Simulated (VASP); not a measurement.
# Si (Fddd) in VASP: a series of runs, part 2 of 2

VASP 6.6.1. The steps go on from the part before.

## 4. Single point, LDA

INCAR

```
SYSTEM = Si
ALGO = Normal
EDIFF = 1E-6
ENCUT = 520
GGA = CA
ISIF = 2
ISMEAR = 0
LASPH = .True.
LCHARG = .False.
LREAL = .False.
LWAVE = .False.
NBANDS = 11
NELM = 80
PREC = Accurate
SIGMA = 0.05
```

KPOINTS

```
k-points
0
Gamma
  12 12 12
  0 0 0
```

POSCAR

```
Si
1.0
    0.0000000000      2.8223348932      2.6062709780
    2.6737909515      0.0000000000      2.6062709780
    2.6737909515      2.8223348932      0.0000000000
Si
2
Direct
    0.5000000000      0.5000000000      0.5000000000
    0.7500000000      0.7500000000      0.7500000000
```

Potentials or basis: VASP PAW LDA potentials, release 64 (Si).

The run is started by

```bash
$ cat potpaw_LDA.64/Si/POTCAR > POTCAR
$ mpirun -np 1 vasp_std > vasp.out
```

OUTCAR:

```text
SYSTEM = Si
   EDIFF = 1E-6
   ENCUT = 520
   GGA = CA
   ISIF = 2
   ISMEAR = 0
   LASPH = .True.
   LREAL = .False.
   NELM = 80
   PREC = Accurate

 ion  position               nearest neighbor table
   1  0.500  0.500  0.500-   2 2.34   2 2.34   2 2.34   2 2.34
   2  0.750  0.750  0.750-   1 2.34   1 2.34   1 2.34   1 2.34

  LATTYP: Found a face centered orthorhombic cell.
 ALAT       =     5.2125419560
 B/A-ratio  =     1.0259067357
 C/A-ratio  =     1.0829015544

  Lattice vectors:

 A1 = (   2.6737909515,   2.8223348932,   0.0000000000)
 A2 = (   0.0000000000,   2.8223348932,   2.6062709780)
 A3 = (   2.6737909515,   0.0000000000,   2.6062709780)

Analysis of symmetry for initial positions (statically):
=====================================================================
 Subroutine PRICEL returns:
 Original cell was already a primitive cell.

 Routine SETGRP: Setting up the symmetry group for a
 face centered orthorhombic supercell.

 Subroutine GETGRP returns: Found  8 space group operations
 (whereof  4 operations were pure point group operations)
 out of a pool of  8 trial point group operations.

The static configuration has the point symmetry D_2 .
 The point group associated with its full space group is D_2h.

Analysis of symmetry for dynamics (positions and initial velocities):
=====================================================================
 Subroutine PRICEL returns:
 Original cell was already a primitive cell.

 Routine SETGRP: Setting up the symmetry group for a
 face centered orthorhombic supercell.

 Subroutine GETGRP returns: Found  8 space group operations
 (whereof  4 operations were pure point group operations)
 out of a pool of  8 trial point group operations.

The dynamic configuration has the point symmetry D_2 .
 The point group associated with its full space group is D_2h.

 Subroutine INISYM returns: Found  8 space group operations
 (whereof  4 operations are pure point group operations),
 and found     1 'primitive' translations

----------------------------------------------------------------------------------------

                                     Primitive cell

  volume of cell :      39.3356

  direct lattice vectors                    reciprocal lattice vectors
     0.000000000  2.822334893  2.606270978    -0.187000408  0.177158282  0.191844979
     2.673790952  0.000000000  2.606270978     0.187000408 -0.177158282  0.191844979
     2.673790952  2.822334893  0.000000000     0.187000408  0.177158282 -0.191844979

  length of vectors
     3.841643224  3.733872850  3.887767007     0.321183289  0.321183289  0.321183289

  position of ions in fractional coordinates (direct lattice)
     0.500000000  0.500000000  0.500000000
     0.750000000  0.750000000  0.750000000

  ion indices of the primitive-cell ions
   primitive index   ion index
                 1           1
                 2           2

----------------------------------------------------------------------------------------

 KPOINTS: k-points

[... 27 lines left out ...]
  0.250000  0.000000 -0.000000      8.000000
  0.333333  0.000000 -0.000000      8.000000
  0.416667  0.000000  0.000000      8.000000
[... 16 lines left out ...]
  0.500000  0.166667 -0.000000      8.000000
 -0.416667  0.166667 -0.000000      8.000000
 [... further k-points ...]
   k-points           NKPTS =    280   k-points in BZ     NKDIM =    280   number of bands    NBANDS=     11
   number of dos      NEDOS =    301   number of ions     NIONS =      2
   total plane-waves  NPLWV =  25200
   dimension x,y,z NGX =    30 NGY =   28 NGZ =   30
   dimension x,y,z NGXF=    60 NGYF=   56 NGZF=   60
   ions per type =               2
   NGX,Y,Z   is equivalent  to a cutoff of  12.98, 12.47, 12.83 a.u.
   NGXF,Y,Z  is equivalent  to a cutoff of  25.96, 24.93, 25.66 a.u.
 SYSTEM =  Si
   PREC   = accura    normal or accurate (medium, high low for compatibility)
   ISTART =      0    job   : 0-new  1-cont  2-samecut
   ICHARG =      2    charge: 1-file 2-atom 10-const
   ISPIN  =      1    spin polarized calculation?
   LNONCOLLINEAR =      F non collinear calculations
   LSORBIT =      F    spin-orbit coupling
   LASPH  =      T    aspherical Exc in radial PAW
   ENCUT  =  520.0 eV  38.22 Ry    6.18 a.u.   7.14  6.94  7.23*2*pi/ulx,y,z
   NELM   =     80;   NELMIN=  2; NELMDL= -5     # of ELM steps
   EDIFF  = 0.1E-05   stopping-criterion for ELM
   LREAL  =      F    real-space projection
   EDIFFG = 0.1E-04   stopping-criterion for IOM
   NSW    =      0    number of steps for IOM
   IBRION =     -1    ionic relax: 0-MD 1-quasi-New 2-CG
   NFREE  =      0    steps in history (QN), initial steepest desc. (CG)
   ISIF   =      2    stress and relaxation
   ISYM   =      2    0-nonsym 1-usesym 2-fastsym
   POTIM  = 0.5000    time-step for ionic-motion
   TEBEG  =    0.0;   TEEND  =   0.0 temperature during run
   PSTRESS=    0.0 pullay stress
   NELECT =       8.0000    total number of electrons
   NUPDOWN=      -1.0000    fix difference up-down
   EMIN   =  10.00;   EMAX   =-10.00  energy-range for DOS
   EFERMI =   0.00;   METHOD = LEGACY
   ISMEAR =     0;   SIGMA  =   0.05  broadening in eV -4-tet -1-fermi 0-gaus
   EFERMI_NEDOS =   21; number of points for ismear=-14 and -15
   IALGO  =     38    algorithm
   IMIX   =      4    mixing-type and parameters
     AMIX     =   0.40;   BMIX     =  1.00
     AMIX_MAG =   1.60;   BMIX_MAG =  1.00
  volume/ion in A,a.u.               =      19.67       132.72
  Fermi-wavevector in a.u.,A,eV,Ry     =   0.962741  1.819317 12.610845  0.926871
  Thomas-Fermi vector in A             =   2.092227
   LORBIT       =      0    0 simple, 1 ext, 2 COOP (PROOUT), +10 PAW based schemes
   GGA     = CA    functional components
   LHFCALC =     F    Hartree Fock is set to
   AEXX    =    0.0000 exact exchange contribution
   IVDW    =     0    specifies the selected vdW correction
   LEPSILON=     F    determine dielectric tensor
   LRPA    =     F    only Hartree local field effects (RPA)
 non-spin polarized calculation
 Gauss-broadening in eV      SIGMA  =   0.05
  energy-cutoff  :      520.00
  volume of cell :       39.34
 maximum number of plane-waves:      1076
 NGX is ok and might be reduce to    30
   NGX = 15   NGY = 13   NGZ = 15

 number of electron       8.0000000 magnetization

 Free energy of the ion-electron system (eV)
  ---------------------------------------------------
  ext. energy  EPLUGINS =         0.00000000
  ---------------------------------------------------
  free energy    TOTEN  =       -11.87876838 eV

  energy without entropy =      -11.87870752  energy(sigma->0) =      -11.87873795

 E-fermi :   6.1098     XC(G=0):  -9.6771

 val. band max:        6.0912652149   @ k =   0.4167   0.4167   0.0000
 cond. band min:       6.2074583750   @ k =   0.0000   0.0000   0.0000
 fundamental gap:      0.1161931601
 Fermi energy:         6.1097963362

 k-point     1 :       0.0000    0.0000    0.0000
  band No.  band energies     occupation
      1      -6.1202      2.00000
      2       5.6243      2.00000
      3       6.0558      1.87334
      4       6.2075      0.00574
      5       8.3894      0.00000
      6       8.4849      0.00000
      7       8.6680      0.00000
      8       9.2961      0.00000
      9      13.0312      0.00000
     10      13.7198      0.00000
     11      14.3408      0.00000
[... 309 lines left out ...]
 k-point    24 :      -0.4167    0.1667   -0.0000
  band No.  band energies     occupation
      1      -3.4639      2.00000
      2      -0.8421      2.00000
      3       3.1300      2.00000
      4       4.0994      2.00000
      5       7.7531      0.00000
      6       9.8963      0.00000
      7      10.5614      0.00000
      8      13.4475      0.00000
      9      14.3116      0.00000
     10      15.1473      0.00000
     11      17.4280      0.00000

 [... further k-points ...]

------------------------ aborting loop because EDIFF is reached ----------------------------------------

  FORCE on cell =-STRESS in cart. coord.  units (eV):
  Direction    XX          YY          ZZ          XY          YZ          ZX
  --------------------------------------------------------------------------------------
  -------------------------------------------------------------------------------------
  Total        0.3718442     -1.1437145      0.8167816      0.0000000      0.0000000      0.0000000
  in kB       15.1455855    -46.5846282     33.2683258      0.0000000      0.0000000      0.0000000
  external PRESSURE =       0.6097610 kB  Pullay stress =       0.0000000 kB

 VOLUME and BASIS-vectors are now :
 -----------------------------------------------------------------------------
  energy-cutoff  :      520.00
  volume of cell :       39.34
      direct lattice vectors                 reciprocal lattice vectors
     0.000000000  2.822334893  2.606270978    -0.187000408  0.177158282  0.191844979
     2.673790952  0.000000000  2.606270978     0.187000408 -0.177158282  0.191844979
     2.673790952  2.822334893  0.000000000     0.187000408  0.177158282 -0.191844979

 POSITION                                       TOTAL-FORCE (eV/Angst)
 -----------------------------------------------------------------------------------
      2.67379      2.82233      2.60627         0.000000      0.000000      0.000000
      4.01069      4.23350      3.90941         0.000000     -0.000000     -0.000000
 -----------------------------------------------------------------------------------
    total drift:                                0.000000     -0.000000     -0.000000

  FREE ENERGIE OF THE ION-ELECTRON SYSTEM (eV)
  ---------------------------------------------------
  free  energy   TOTEN  =       -11.8787683818 eV

  energy  without entropy=      -11.8787075193  energy(sigma->0) =      -11.87873795
```

OSZICAR:

```text
N       E                     dE             d eps       ncg     rms          rms(c)
DAV:   1     0.780496234789E+01    0.78050E+01   -0.33497E+03  6160   0.592E+02
DAV:   2    -0.115491700048E+02   -0.19354E+02   -0.18558E+02  8226   0.872E+01
DAV:   3    -0.121447682656E+02   -0.59560E+00   -0.59398E+00  7932   0.137E+01
DAV:   4    -0.121494467087E+02   -0.46784E-02   -0.46778E-02  7440   0.152E+00
DAV:   5    -0.121494941627E+02   -0.47454E-04   -0.47454E-04  7849   0.143E-01    0.510E+00
DAV:   6    -0.119625456999E+02    0.18695E+00   -0.10954E-01  7036   0.131E+00    0.305E+00
DAV:   7    -0.118786575209E+02    0.83888E-01   -0.19211E-01  7134   0.179E+00    0.244E-01
DAV:   8    -0.118788075489E+02   -0.15003E-03   -0.82999E-03  6988   0.495E-01    0.854E-02
DAV:   9    -0.118787632883E+02    0.44261E-04   -0.26766E-04  7637   0.847E-02    0.647E-02
DAV:  10    -0.118787685527E+02   -0.52644E-05   -0.18670E-05  7247   0.256E-02    0.312E-02
DAV:  11    -0.118787683818E+02    0.17089E-06   -0.10670E-06  4890   0.557E-03
   1 F= -.11878768E+02 E0= -.11878738E+02  d E =-.608625E-04
```

stdout:

```text
POSCAR found type information on POSCAR Si
 POSCAR found :  1 types and       2 ions
 scaLAPACK will be used
 LDA part: xc-table for (Slater(with rela. corr.)+CA(PZ))
 , standard interpolation
 POSCAR, INCAR and KPOINTS ok, starting setup
 FFT: planning ... GRIDC
 FFT: planning ... GRID_SOFT
 FFT: planning ... GRID
 WAVECAR not read
 entering main loop
```

Wall time 1.7 min (1 thread of Intel Xeon Platinum 8259CL at 2.50GHz (Skylake/Cascade Lake), shared host); peak memory 0.2 GiB.

Results:

| Quantity | Value |
| --- | --- |
| Free energy | -11.8788 eV |
| Pressure | 0.1 GPa |
| Band gap on the k mesh | zero (band 4 reaches 6.21 eV, above the bottom of band 5 at 6.09 eV) |

Levels at points of the mesh, in eV from the Fermi level:
```
           k point  band 1  band 2  band 3  band 4  band 5  band 6  band 7  band 8  band 9
(0.00, 0.00, 0.00)  -12.23   -0.49   -0.05    0.10    2.28    2.38    2.56    3.19    6.92
(0.50, 0.00, 0.00)   -9.84   -7.22   -1.71   -1.01    1.15    3.02    3.47    7.45   10.04
(0.50, 0.50, 0.00)   -7.80   -7.80   -3.30   -3.30    0.15    0.15    9.54    9.54   11.30
(0.50, 0.00, 0.50)   -8.29   -8.29   -2.69   -2.69    0.79    0.79    9.90    9.90   10.76
(0.00, 0.50, 0.50)   -7.96   -7.96   -3.11   -3.11    0.36    0.36    9.29    9.29   11.52
```

Caveat: the cell differs from its parent crystal (strain +e along x and -e along y -0.0275, strain +e along z and -e/2 along x and y -0.0350).

## 5. Overview

| cell | gap on the mesh (eV) | pressure (GPa) |
| --- | --- | --- |
| a = 3.966, b = 3.647, c = 3.866 Å, angles 63.6, 55.5, 60.9°, 2 atoms | none | -0.1 |
| a = 3.827, b = 3.718, c = 3.921 Å, angles 60.1, 57.3, 62.6°, 2 atoms | none | 0.0 |
| a = 3.842, b = 3.734, c = 3.888 Å, angles 60.5, 57.8, 61.7°, 2 atoms | none | 0.1 |

Alike in all rows: task single point; level LDA; potentials or basis VASP PAW LDA potentials, release 64 (Si); no spin polarisation; k mesh 12 × 12 × 12; cutoff (eV) 520; smearing gaussian 0.05 eV.

Total energies depend on the potentials used, so only differences within one code and one set of settings carry meaning.
